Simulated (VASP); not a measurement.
MoSe:

```xyz
2
Lattice="0.0000 2.8393 2.8393 2.8393 0.0000 2.8393 2.8393 2.8393 0.0000" Properties=species:S:1:pos:R:3 pbc="T T T"
Mo    0.0000    0.0000    0.0000
Se    1.4196    1.4196    1.4196
```

Base run:

```yaml
Program: VASP 6.6.1
Functional: PBE
Potentials_or_basis: VASP PAW PBE potentials, release 64 (Mo_sv, Se)
Cutoff: 520 eV
k_mesh: 12 × 12 × 12
Occupations: gaussian, width 0.1 eV
Spin: no spin polarisation
```

Its results: pressure -1.5 GPa.

Question: The run is repeated on the same cell with these changes: spin from no spin polarisation to collinear spin; further incar settings from ALGO = Normal; EDIFF = 1e-06; NBANDS = 17 to ALGO = Normal; EDIFF = 1e-07; NBANDS = 21. What comes out?

Answer: Pressure 0.2 GPa; net moment 1.16 μB per cell; site moments Mo +1.03; Se -0.02 μB.
